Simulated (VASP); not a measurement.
# Re (Fd-3m) in VASP: a series of runs

The runs below take Re through single point, with LDA.

Program: VASP 6.6.1. These are calculated values, not measurements. Logs are shortened: lines on timing, memory, paths and dates and some standing lists are left out, and cuts for length are marked.

## (1) The cell of the first run

It takes space group Fd-3m (No. 227, cubic). The conventional cell has a = 5.562 Å, b = 5.562 Å, c = 5.562 Å, α = 90.00°, β = 90.00°, γ = 90.00°. Within 3.2 Å of Re (site symmetry -43m) lie 4 Re at 2.41 Å.

This isn't the form of Re at room conditions, which is hcp.

## (2) Single point, LDA

INCAR reads:

```
PREC = Accurate ; ENCUT = 520
EDIFF = 1E-7 ; ISMEAR = -1
SIGMA = 0.1 ; LREAL = False
LASPH = True ; NELM = 80
ALGO = Normal ; ISIF = 2
LWAVE = False ; LCHARG = True
LELF = True ; LVHAR = True
NBANDS = 14
```

KPOINTS reads:

```
Automatic mesh
0
Gamma
  10 10 10
```

POSCAR reads:

```
Re
1.0
    0.0000000000      2.7808411420      2.7808411420
    2.7808411420      0.0000000000      2.7808411420
    2.7808411420      2.7808411420      0.0000000000
Re
2
Direct
    0.1250000000      0.1250000000      0.1250000000
    0.8750000000      0.8750000000      0.8750000000
```

Potentials or basis: VASP PAW LDA potentials, release 64 (Re).

Launch:

```sh
$ cat potpaw_LDA.64/Re/POTCAR > POTCAR
$ mpirun -np 1 vasp_std > vasp.out
```

OUTCAR:

```text
PREC = Accurate
   ENCUT = 520
   EDIFF = 1E-7
   ISMEAR = -1
   LREAL = False
   LASPH = True
   NELM = 80
   ISIF = 2

 ion  position               nearest neighbor table
   1  0.125  0.125  0.125-   2 2.41   2 2.41   2 2.41   2 2.41
   2  0.875  0.875  0.875-   1 2.41   1 2.41   1 2.41   1 2.41

  LATTYP: Found a face centered cubic cell.
 ALAT       =     5.5616822840

  Lattice vectors:

 A1 = (   0.0000000000,   2.7808411420,   2.7808411420)
 A2 = (   2.7808411420,   0.0000000000,   2.7808411420)
 A3 = (   2.7808411420,   2.7808411420,   0.0000000000)

Analysis of symmetry for initial positions (statically):
=====================================================================
 Subroutine PRICEL returns:
 Original cell was already a primitive cell.

 Routine SETGRP: Setting up the symmetry group for a
 face centered cubic supercell.

 Subroutine GETGRP returns: Found 48 space group operations
 (whereof 12 operations were pure point group operations)
 out of a pool of 48 trial point group operations.

The static configuration has the point symmetry D_3d.
 The point group associated with its full space group is O_h .

Analysis of symmetry for dynamics (positions and initial velocities):
=====================================================================
 Subroutine PRICEL returns:
 Original cell was already a primitive cell.

 Routine SETGRP: Setting up the symmetry group for a
 face centered cubic supercell.

 Subroutine GETGRP returns: Found 48 space group operations
 (whereof 12 operations were pure point group operations)
 out of a pool of 48 trial point group operations.

The dynamic configuration has the point symmetry D_3d.
 The point group associated with its full space group is O_h .

 Subroutine INISYM returns: Found 48 space group operations
 (whereof 12 operations are pure point group operations),
 and found     1 'primitive' translations

----------------------------------------------------------------------------------------

                                     Primitive cell

  volume of cell :      43.0089

  direct lattice vectors                    reciprocal lattice vectors
     0.000000000  2.780841142  2.780841142    -0.179801713  0.179801713  0.179801713
     2.780841142  0.000000000  2.780841142     0.179801713 -0.179801713  0.179801713
     2.780841142  2.780841142  0.000000000     0.179801713  0.179801713 -0.179801713

  length of vectors
     3.932703258  3.932703258  3.932703258     0.311425702  0.311425702  0.311425702

  position of ions in fractional coordinates (direct lattice)
     0.125000000  0.125000000  0.125000000
     0.875000000  0.875000000  0.875000000

  ion indices of the primitive-cell ions
   primitive index   ion index
                 1           1
                 2           2

----------------------------------------------------------------------------------------

 KPOINTS: Automatic mesh

Automatic generation of k-mesh.
 Grid dimensions read from file:
 generate k-points for:   10   10   10

 Generating k-lattice:

  Cartesian coordinates                     Fractional coordinates (reciprocal lattice)
    -0.017980171  0.017980171  0.017980171     0.100000000  0.000000000  0.000000000
     0.017980171 -0.017980171  0.017980171     0.000000000  0.100000000  0.000000000
     0.017980171  0.017980171 -0.017980171     0.000000000  0.000000000  0.100000000

  Length of vectors
     0.031142570  0.031142570  0.031142570

  Shift w.r.t. Gamma in fractional coordinates (k-lattice)
     0.000000000  0.000000000  0.000000000

 Subroutine IBZKPT returns following result:
 ===========================================

 Found     47 irreducible k-points:

 Following reciprocal coordinates:
            Coordinates               Weight
  0.000000  0.000000  0.000000      1.000000
  0.100000  0.000000  0.000000      8.000000
  0.200000  0.000000  0.000000      8.000000
  0.300000  0.000000  0.000000      8.000000
  0.400000  0.000000  0.000000      8.000000
  0.500000  0.000000  0.000000      4.000000
[... 16 lines left out ...]
  0.300000  0.300000  0.000000      6.000000
  0.400000  0.300000  0.000000     24.000000
 [... further k-points ...]
   k-points           NKPTS =     47   k-points in BZ     NKDIM =     47   number of bands    NBANDS=     14
   number of dos      NEDOS =    301   number of ions     NIONS =      2
   total plane-waves  NPLWV =  27000
   dimension x,y,z NGX =    30 NGY =   30 NGZ =   30
   dimension x,y,z NGXF=    60 NGYF=   60 NGZF=   60
   ions per type =               2
   NGX,Y,Z   is equivalent  to a cutoff of  12.68, 12.68, 12.68 a.u.
   NGXF,Y,Z  is equivalent  to a cutoff of  25.36, 25.36, 25.36 a.u.
 SYSTEM =  unknown system
   PREC   = accura    normal or accurate (medium, high low for compatibility)
   ISTART =      0    job   : 0-new  1-cont  2-samecut
   ICHARG =      2    charge: 1-file 2-atom 10-const
   ISPIN  =      1    spin polarized calculation?
   LNONCOLLINEAR =      F non collinear calculations
   LSORBIT =      F    spin-orbit coupling
   LASPH  =      T    aspherical Exc in radial PAW
   ENCUT  =  520.0 eV  38.22 Ry    6.18 a.u.   7.31  7.31  7.31*2*pi/ulx,y,z
   NELM   =     80;   NELMIN=  2; NELMDL= -5     # of ELM steps
   EDIFF  = 0.1E-06   stopping-criterion for ELM
   LREAL  =      F    real-space projection
   EDIFFG = 0.1E-05   stopping-criterion for IOM
   NSW    =      0    number of steps for IOM
   IBRION =     -1    ionic relax: 0-MD 1-quasi-New 2-CG
   NFREE  =      0    steps in history (QN), initial steepest desc. (CG)
   ISIF   =      2    stress and relaxation
   ISYM   =      2    0-nonsym 1-usesym 2-fastsym
   POTIM  = 0.5000    time-step for ionic-motion
   TEBEG  =    0.0;   TEEND  =   0.0 temperature during run
   PSTRESS=    0.0 pullay stress
   NELECT =      14.0000    total number of electrons
   NUPDOWN=      -1.0000    fix difference up-down
   EMIN   =  10.00;   EMAX   =-10.00  energy-range for DOS
   EFERMI =   0.00;   METHOD = LEGACY
   ISMEAR =    -1;   SIGMA  =   0.10  broadening in eV -4-tet -1-fermi 0-gaus
   EFERMI_NEDOS =   21; number of points for ismear=-14 and -15
   IALGO  =     38    algorithm
   IMIX   =      4    mixing-type and parameters
     AMIX     =   0.40;   BMIX     =  1.00
     AMIX_MAG =   1.60;   BMIX_MAG =  1.00
  volume/ion in A,a.u.               =      21.50       145.12
  Fermi-wavevector in a.u.,A,eV,Ry     =   1.126155  2.128124 17.255236  1.268224
  Thomas-Fermi vector in A             =   2.262835
   LORBIT       =      0    0 simple, 1 ext, 2 COOP (PROOUT), +10 PAW based schemes
   GGA     = CA    functional components
   LHFCALC =     F    Hartree Fock is set to
   AEXX    =    0.0000 exact exchange contribution
   IVDW    =     0    specifies the selected vdW correction
   LEPSILON=     F    determine dielectric tensor
   LRPA    =     F    only Hartree local field effects (RPA)
 non-spin polarized calculation
  energy-cutoff  :      520.00
  volume of cell :       43.01
 maximum number of plane-waves:      1185
 NGX is ok and might be reduce to    30
   NGX = 15   NGY = 15   NGZ = 15

 number of electron      13.9999999 magnetization

 Free energy of the ion-electron system (eV)
  ---------------------------------------------------
  ext. energy  EPLUGINS =         0.00000000
  ---------------------------------------------------
  free energy    TOTEN  =       -24.07373785 eV

  energy without entropy =      -24.02741079  energy(sigma->0) =      -24.05057432

 E-fermi :   3.6985     XC(G=0): -11.4155

 val. band max:        3.6656483844   @ k =   0.5000   0.5000   0.0000
 cond. band min:       3.7086075654   @ k =  -0.1000   0.1000   0.0000
 fundamental gap:      0.0429591810
 Fermi energy:         3.6985498323

 k-point     1 :       0.0000    0.0000    0.0000
  band No.  band energies     occupation
      1      -3.3002      2.00000
      2       0.4986      2.00000
      3       0.4986      2.00000
      4       1.3924      2.00000
      5       1.3924      2.00000
      6       1.3924      2.00000
      7       4.3705      0.00241
      8       4.3705      0.00241
      9       4.3705      0.00241
     10       8.0629      0.00000
     11       8.0629      0.00000
     12      15.0849      0.00000
     13      15.5119      0.00000
     14      16.7006      0.00000

 k-point     2 :       0.1000    0.0000    0.0000
  band No.  band energies     occupation
      1      -3.1087      2.00000
      2       0.4061      2.00000
      3       0.4061      2.00000
      4       1.3613      2.00000
      5       1.5670      2.00000
      6       1.5670      2.00000
      7       4.1026      0.03458
      8       4.3400      0.00327
      9       4.3400      0.00327
     10       8.0365      0.00000
     11       8.0365      0.00000
     12      14.6058      0.00000
     13      15.6303      0.00000
     14      16.7798      0.00000

 k-point     3 :       0.2000    0.0000    0.0000
  band No.  band energies     occupation
      1      -2.5667      2.00000
      2       0.3120      2.00000
      3       0.3120      2.00000
      4       1.2869      2.00000
      5       1.8062      2.00000
      6       1.8062      2.00000
      7       3.4796      1.79863
      8       4.3659      0.00252
      9       4.3659      0.00252
     10       7.9371      0.00000
     11       7.9371      0.00000
     12      13.3643      0.00000
     13      14.3515      0.00000
     14      16.5269      0.00000
[... 324 lines left out ...]
 k-point    23 :       0.3000    0.3000    0.0000
  band No.  band energies     occupation
      1      -1.0993      2.00000
      2      -0.5827      2.00000
      3       1.3213      2.00000
      4       1.3213      2.00000
      5       1.3871      2.00000
      6       1.7075      2.00000
      7       2.7457      1.99985
      8       5.4409      0.00000
      9       5.4409      0.00000
     10       6.0245      0.00000
     11       8.3650      0.00000
     12      11.7912      0.00000
     13      11.9733      0.00000
     14      11.9733      0.00000

 k-point    24 :       0.4000    0.3000    0.0000
  band No.  band energies     occupation
      1      -0.5868      2.00000
      2      -0.3634      2.00000
      3       0.6662      2.00000
      4       1.2334      2.00000
      5       1.6083      2.00000
      6       2.0473      2.00000
      7       2.8183      1.99970
      8       5.3121      0.00000
      9       5.7178      0.00000
     10       6.1820      0.00000
     11       8.2869      0.00000
     12      10.1323      0.00000
     13      10.9597      0.00000
     14      11.0774      0.00000

 [... further k-points ...]

------------------------ aborting loop because EDIFF is reached ----------------------------------------

  FORCE on cell =-STRESS in cart. coord.  units (eV):
  Direction    XX          YY          ZZ          XY          YZ          ZX
  --------------------------------------------------------------------------------------
  -------------------------------------------------------------------------------------
  Total       -0.3970071     -0.3970071     -0.3970071     -0.0000000      0.0000000     -0.0000000
  in kB      -14.7893934    -14.7893934    -14.7893934     -0.0000000      0.0000000     -0.0000000
  external PRESSURE =     -14.7893934 kB  Pullay stress =       0.0000000 kB

 VOLUME and BASIS-vectors are now :
 -----------------------------------------------------------------------------
  energy-cutoff  :      520.00
  volume of cell :       43.01
      direct lattice vectors                 reciprocal lattice vectors
     0.000000000  2.780841142  2.780841142    -0.179801713  0.179801713  0.179801713
     2.780841142  0.000000000  2.780841142     0.179801713 -0.179801713  0.179801713
     2.780841142  2.780841142  0.000000000     0.179801713  0.179801713 -0.179801713

 POSITION                                       TOTAL-FORCE (eV/Angst)
 -----------------------------------------------------------------------------------
      0.69521      0.69521      0.69521         0.000000      0.000000      0.000000
      4.86647      4.86647      4.86647        -0.000000     -0.000000     -0.000000
 -----------------------------------------------------------------------------------
    total drift:                               -0.000000      0.000000      0.000000

  FREE ENERGIE OF THE ION-ELECTRON SYSTEM (eV)
  ---------------------------------------------------
  free  energy   TOTEN  =       -24.0737378479 eV

  energy  without entropy=      -24.0274107896  energy(sigma->0) =      -24.05057432
```

Wall time 22 s (1 thread of Intel Xeon Platinum 8488C (Sapphire Rapids), shared host); peak memory 0.16 GiB.

What came out:

```
Free energy            : -24.0737 eV
Pressure               : -1.5 GPa
Band gap on the k mesh : zero (bands 7 and 8 overlap by 1.24 eV)
```

Caveat: spin-orbit coupling is left out, which moves the levels of the heavy elements.

## (3) Single point, LDA (18.92 Å³/atom)

This run uses another cell than the first one, of 18.92 Å³/atom.

INCAR reads:

```
SYSTEM = Re
PREC = Accurate
ENCUT = 520
EDIFF = 1E-6
ISMEAR = -1
SIGMA = 0.1
LREAL = .FALSE.
LASPH = .TRUE.
NELM = 100
ALGO = Normal
ISIF = 2
LWAVE = .FALSE.
LCHARG = .FALSE.
GGA = CA
NBANDS = 14
```

KPOINTS reads:

```
Automatic mesh
0
G
  11 11 11
  0 0 0
```

POSCAR reads:

```
Re
1.0
    0.0000000000      2.6648354934      2.6648354934
    2.6648354934      0.0000000000      2.6648354934
    2.6648354934      2.6648354934      0.0000000000
Re
2
Direct
    0.1250000000      0.1250000000      0.1250000000
    0.8750000000      0.8750000000      0.8750000000
```

Potentials or basis: VASP PAW LDA potentials, release 64 (Re).

Launch:

```sh
$ cat potpaw_LDA.64/Re/POTCAR > POTCAR
$ mpirun -np 1 vasp_std > vasp.out
```

OUTCAR:

```text
SYSTEM = Re
   PREC = Accurate
   ENCUT = 520
   EDIFF = 1E-6
   ISMEAR = -1
   LREAL = .FALSE.
   LASPH = .TRUE.
   NELM = 100
   ISIF = 2
   GGA = CA

 ion  position               nearest neighbor table
   1  0.125  0.125  0.125-   2 2.31   2 2.31   2 2.31   2 2.31
   2  0.875  0.875  0.875-   1 2.31   1 2.31   1 2.31   1 2.31

  LATTYP: Found a face centered cubic cell.
 ALAT       =     5.3296709868

  Lattice vectors:

 A1 = (   0.0000000000,   2.6648354934,   2.6648354934)
 A2 = (   2.6648354934,   0.0000000000,   2.6648354934)
 A3 = (   2.6648354934,   2.6648354934,   0.0000000000)

Analysis of symmetry for initial positions (statically):
=====================================================================
 Subroutine PRICEL returns:
 Original cell was already a primitive cell.

 Routine SETGRP: Setting up the symmetry group for a
 face centered cubic supercell.

 Subroutine GETGRP returns: Found 48 space group operations
 (whereof 12 operations were pure point group operations)
 out of a pool of 48 trial point group operations.

The static configuration has the point symmetry D_3d.
 The point group associated with its full space group is O_h .

[... 167 lines left out ...]
 k-point     1 :       0.0000    0.0000    0.0000
  band No.  band energies     occupation
      1      -2.7037      2.00000
      2       1.0678      2.00000
      3       1.0678      2.00000
      4       2.3589      2.00000
      5       2.3589      2.00000
      6       2.3589      2.00000
      7       5.7212      0.00128
      8       5.7212      0.00128
      9       5.7212      0.00128
     10      10.1487      0.00000
     11      10.1487      0.00000
     12      16.7463      0.00000
     13      17.7955      0.00000
     14      18.4016      0.00000
[... 377 lines left out ...]
      1      -0.9710      2.00000
      2       0.5077      2.00000
      3       1.2526      2.00000
      4       1.7493      2.00000
      5       2.4898      2.00000
      6       3.6588      2.00000
      7       4.5232      1.98062
      8       5.0768      0.57437
      9       6.3526      0.00000
     10       8.6852      0.00000
     11      10.4850      0.00000
     12      14.5952      0.00000
     13      15.1090      0.00000
     14      16.5378      0.00000

 [... further k-points ...]
[... 5 lines left out ...]
  --------------------------------------------------------------------------------------
  -------------------------------------------------------------------------------------
  Total        7.0666455      7.0666455      7.0666455     -0.0000000      0.0000000      0.0000000
  in kB      299.1456418    299.1456418    299.1456418     -0.0000000      0.0000000      0.0000000
  external PRESSURE =     299.1456418 kB  Pullay stress =       0.0000000 kB

 VOLUME and BASIS-vectors are now :
 -----------------------------------------------------------------------------
  energy-cutoff  :      520.00
  volume of cell :       37.85
      direct lattice vectors                 reciprocal lattice vectors
     0.000000000  2.664835493  2.664835493    -0.187628843  0.187628843  0.187628843
     2.664835493  0.000000000  2.664835493     0.187628843 -0.187628843  0.187628843
     2.664835493  2.664835493  0.000000000     0.187628843  0.187628843 -0.187628843

 POSITION                                       TOTAL-FORCE (eV/Angst)
 -----------------------------------------------------------------------------------
      0.66621      0.66621      0.66621         0.000000     -0.000000      0.000000
      4.66346      4.66346      4.66346        -0.000000      0.000000     -0.000000
 -----------------------------------------------------------------------------------
    total drift:                                0.000000     -0.000000     -0.000000

  FREE ENERGIE OF THE ION-ELECTRON SYSTEM (eV)
  ---------------------------------------------------
  free  energy   TOTEN  =       -23.6694699090 eV

  energy  without entropy=      -23.6346684692  energy(sigma->0) =      -23.65206919
```

OSZICAR:

```text
N       E                     dE             d eps       ncg     rms          rms(c)
DAV:   1     0.789429979184E+02    0.78943E+02   -0.57475E+03  1824   0.970E+02
DAV:   2    -0.173242591844E+02   -0.96267E+02   -0.79951E+02  2470   0.335E+02
DAV:   3    -0.241156968221E+02   -0.67914E+01   -0.60184E+01  2674   0.109E+02
DAV:   4    -0.242595475423E+02   -0.14385E+00   -0.14305E+00  2334   0.116E+01
DAV:   5    -0.242603815170E+02   -0.83397E-03   -0.83384E-03  2578   0.157E+00    0.377E+01
DAV:   6    -0.238642605795E+02    0.39612E+00   -0.10678E-01  2690   0.420E+00    0.209E+01
DAV:   7    -0.236715925624E+02    0.19267E+00   -0.13419E-01  2596   0.418E+00    0.713E-01
DAV:   8    -0.236693684199E+02    0.22241E-02   -0.50466E-03  2478   0.580E-01    0.705E-02
DAV:   9    -0.236694474328E+02   -0.79013E-04   -0.13179E-04  2206   0.104E-01    0.425E-02
DAV:  10    -0.236694686206E+02   -0.21188E-04   -0.10573E-05  2622   0.719E-02    0.154E-02
DAV:  11    -0.236694699267E+02   -0.13061E-05   -0.12075E-06  1670   0.165E-02    0.442E-03
DAV:  12    -0.236694699090E+02    0.17659E-07   -0.20184E-07  1108   0.734E-03
   1 F= -.23669470E+02 E0= -.23652069E+02  d E =-.348014E-01
```

It took 17 s on 1 thread of Intel Xeon Platinum 8488C (Sapphire Rapids), shared host; peak memory 0.15 GiB.

What came out:

* Free energy: -23.6695 eV
* Pressure: 29.9 GPa
* Band gap on the k mesh: zero (bands 7 and 8 overlap by 1.29 eV)

Caveat: the cell stands under pressure; spin-orbit coupling is left out, which moves the levels of the heavy elements.

(Continued in part 2 of 3.)

The gap in the log of VASP goes by the Fermi energy; the results here count the filled bands.